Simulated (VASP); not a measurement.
Runs of VASP 6.6.1 on P. The structure is that of space group P4/mmm (No. 123), or close to it. The cells are those of the table. 

```tsv
cell	gap on the mesh (eV)	pressure (GPa)
a = 4.603, b = 4.603, c = 3.773 Å, 1 atom	none	-4.1
a = 4.511, b = 4.511, c = 3.928 Å, 1 atom	none	-4.1
a = 3.915, b = 3.915, c = 5.215 Å, 1 atom	none	-4.3
a = 4.204, b = 4.204, c = 4.523 Å, 1 atom	none	-4.1
a = 4.021, b = 4.021, c = 4.944 Å, 1 atom	none	(a)
a = 4.139, b = 4.139, c = 4.665 Å, 1 atom	none	-4.1
a = 4.393, b = 4.393, c = 4.141 Å, 1 atom	none	-4.1
```

Alike in all rows: task single point; level PBEsol+D3(BJ); potentials or basis VASP PAW PBE potentials, release 64 (P); no spin polarisation; k mesh 12 × 12 × 12; cutoff (eV) 520; smearing gaussian 0.15 eV.

Estimate the missing entries.

(a) -4.2.

Caveats: the PAW data sets were made with another functional, which shifts forces and pressure a little; the cell stands under tension (at least some runs); the atoms stand far beyond bonding distance, and open shells without spin polarisation read as a metal (at least some runs); the stress differs along the axes, from -6 to -1 GPa (at least some runs).

A gap of «none» marks levels without a gap at the run's occupations.
